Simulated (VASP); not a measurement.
A run of VASP 6.6.1 is set up as follows.

File INCAR:

```
SYSTEM = CdSe
PREC = Accurate
ENCUT = 600
EDIFF = 1E-7
ISMEAR = 0
SIGMA = 0.02
LREAL = .False.
LASPH = .True.
NELM = 100
ALGO = Normal
ISIF = 3
LWAVE = .False.
LCHARG = .False.
GGA = PS
IBRION = 2
NSW = 80
EDIFFG = -0.01
```

KPOINTS

```
Automatic mesh
0
Gamma
  8 8 8
  0 0 0
```

POSCAR

```
CdSe
1.0
    0.0000000000      2.9605872213      2.9605872213
    2.9605872213      0.0000000000      2.9605872213
    2.9605872213      2.9605872213      0.0000000000
Cd Se
1 1
Direct
    0.0000000000      0.0000000000      0.0000000000
    0.2500000000      0.2500000000      0.2500000000
```

Potentials or basis: VASP PAW PBE potentials, release 64 (Cd, Se).

Command:

```console
$ cat potpaw_PBE.64/Cd/POTCAR potpaw_PBE.64/Se/POTCAR > POTCAR
$ mpirun -np 1 vasp_std > vasp.out
```

Predict the relaxed volume.

28.28 Å³/atom.

Predict the space group after relaxing (to 0.05 Å).

F-43m (No. 216).

Predict the relaxed cell.

a = 4.308 Å, b = 4.308 Å, c = 4.308 Å, α = 60.00°, β = 60.00°, γ = 60.00°.

Predict the band gap on the k mesh.

0.47 eV, direct.

Final structure:
```
CELL_PARAMETERS angstrom
0.00000 3.04652 3.04652
3.04652 0.00000 3.04652
3.04652 3.04652 0.00000
ATOMIC_POSITIONS crystal
Cd 0.00000 0.00000 0.00000
Se 0.25000 0.25000 0.25000
```

Caveat: the PAW data sets were made with another functional, which shifts forces and pressure a little. As with any semilocal functional, this PBEsol gap is likely too small.
